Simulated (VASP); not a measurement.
Wanted: the native input for a VASP 6.6.1 run.

* Task: single point
* Functional: PBE
* Dispersion: D3(BJ)
* Potentials or basis: VASP PAW PBE potentials, release 64 (K_sv)
* Cutoff: 520 eV
* k mesh: 12 × 12 × 8
* Occupations: gaussian, width 0.15 eV
* Spin: no spin polarisation
* Dipole correction: no
* Further INCAR settings: ALGO = Normal; EDIFF = 1e-06; NBANDS = 16

The structure of K lies in POSCAR:

```
K
1.0
    2.4379623500     -4.0476104500      0.0000000000
    2.4379623500      4.0476104500      0.0000000000
    0.0000000000      0.0000000000      7.8117980100
K
2
Direct
    0.8206130200      0.1793869800      0.2500000000
    0.1793869800      0.8206130200      0.7500000000
```

One way to write it, as run:

INCAR

```
PREC = Accurate ; ENCUT = 520
EDIFF = 1E-6 ; ISMEAR = 0
SIGMA = 0.15 ; LREAL = F
LASPH = T ; NELM = 100
ALGO = Normal ; ISIF = 2
LWAVE = F ; LCHARG = F
GGA = PE ; IVDW = 12
NBANDS = 16
```

KPOINTS

```
regular mesh
0
Gamma
  12 12 8
```

Potentials or basis: VASP PAW PBE potentials, release 64 (K_sv).

Command:

```console
$ cat potpaw_PBE.64/K_sv/POTCAR > POTCAR
$ mpirun -np 1 vasp_std > vasp.out
```

Results of the run:

```json
{
  "Pressure": "-0.4 GPa",
  "Band gap on the k mesh": "zero (bands 9 and 10 overlap by 2.58 eV)",
  "Dispersion energy per atom": "-0.108 eV"
}
```

It took 7.1 min on 1 thread of Intel(R) Xeon(R) Platinum 8259CL CPU @ 2.50GHz (Skylake/Cascade Lake), with other jobs on the host, peak memory 0.56 GiB.
